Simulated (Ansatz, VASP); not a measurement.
# Ag in VASP and in Ansatz

The input INCAR:

```
SYSTEM = Ag
PREC = Accurate ; ENCUT = 520
EDIFF = 1E-6 ; ISMEAR = 0
SIGMA = 0.15 ; LREAL = .FALSE.
LASPH = .TRUE. ; NELM = 100
ALGO = Normal ; ISIF = 2
LWAVE = .FALSE. ; LCHARG = .TRUE.
GGA = PS ; LELF = .TRUE.
LVHAR = .TRUE. ; NBANDS = 12
```

Contents of KPOINTS:

```
Automatic mesh
0
G
  20 20 20
  0 0 0
```

The input POSCAR:

```
Ag
1.0
    0.0000000000      2.0431000000      1.8796520000
    2.0431000000      0.0000000000      1.8796520000
    2.0431000000      2.0431000000      0.0000000000
Ag
1
Direct
    0.0000000000      0.0000000000      0.0000000000
```

Input for Ansatz:

```yaml
crystal:
  lattice:
    - [0.0, 2.0431, 1.879652]
    - [2.0431, 0.0, 1.879652]
    - [2.0431, 2.0431, 0.0]
  atoms:
    - { symbol: Ag, position: [0.0, 0.0, 0.0] }
basis:
  ecutwfc: 420
kpoints:
  mp_grid: { grid: [20, 20, 20] }
hamiltonian:
  xc: pbesol
scf:
  occupations: { method: gaussian, width: 0.15 }
output:
  forces: true
  stress: true
  eigenvalues: true
```

Change from the starting cell: strain +0.000 along x and y, -0.080 along z, atoms carried along.

Alike in both runs: task single point; functional PBEsol; k mesh 20 × 20 × 20; occupations gaussian, width 0.15 eV; no spin polarisation.

|  | VASP | Ansatz |
| --- | --- | --- |
| version | VASP 6.6.1 | Ansatz 0.2.0 |
| potentials or method | VASP PAW PBE potentials, release 64 (Ag), cutoff 520 eV | scalar-relativistic, plane waves, PAW |
| valence electrons in the cell | 11 | 19 |

|  | VASP | Ansatz | Ansatz less VASP |
| --- | --- | --- | --- |
| gap on the k mesh at the Fermi level (eV) | none | none | - |
| pressure (GPa) | 8.3 | 8.6 | +0.33 |
| traceless stress, the component that is largest in VASP (GPa) | 2.03 | 2.05 | +0.014 |

VASP's potentials were made for PBE, not for PBEsol. A gap of «none» marks a metal or a gap that the smearing closes. The functional is the same, so the differences come from potentials, cutoffs and numerics. VASP's potentials hold 11 valence electrons a cell and Ansatz's 19, so a difference there can come from the potentials and not from the codes.
